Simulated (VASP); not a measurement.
Input of a VASP 6.6.1 run:

File INCAR:

```
PREC = Accurate
ENCUT = 520
EDIFF = 1E-6
ISMEAR = 0
SIGMA = 0.1
LREAL = False
LASPH = True
NELM = 100
ALGO = Normal
ISIF = 2
LWAVE = False
LCHARG = True
GGA = PE
LELF = True
LVHAR = True
NBANDS = 30
```

KPOINTS

```
regular mesh
0
Gamma
  6 6 6
```

POSCAR

```
Ga2Te2O
1.0
   -2.0397790240      2.0397790240      6.8817918352
    2.0397790240     -2.0397790240      6.8817918352
    2.0397790240      2.0397790240     -6.8817918352
Ga Te O
2 2 1
Direct
    0.2500000000      0.7500000000      0.5000000000
    0.7500000000      0.2500000000      0.5000000000
    0.6126914653      0.6126914653      0.0000000000
    0.3873085347      0.3873085347      0.0000000000
    0.0000000000      0.0000000000      0.0000000000
```

Potentials or basis: VASP PAW PBE potentials, release 64 (Ga_d, Te, O).

Launch:

```console
$ cat potpaw_PBE.64/Ga_d/POTCAR potpaw_PBE.64/Te/POTCAR potpaw_PBE.64/O/POTCAR > POTCAR
$ mpirun -np 1 vasp_std > vasp.out
```

(1) Estimate the largest force.

(2) Predict the pressure.

(3) What does it give for the band gap on the k mesh?

Answers

(1) 0.039 eV/Å.

(2) 0.1 GPa.

(3) zero (band 22 reaches 5.31 eV, above the bottom of band 23 at 4.66 eV).

Caveat: the k points lie up to 0.36 Å⁻¹ apart; spin-orbit coupling is left out, which moves the levels of the heavy elements.
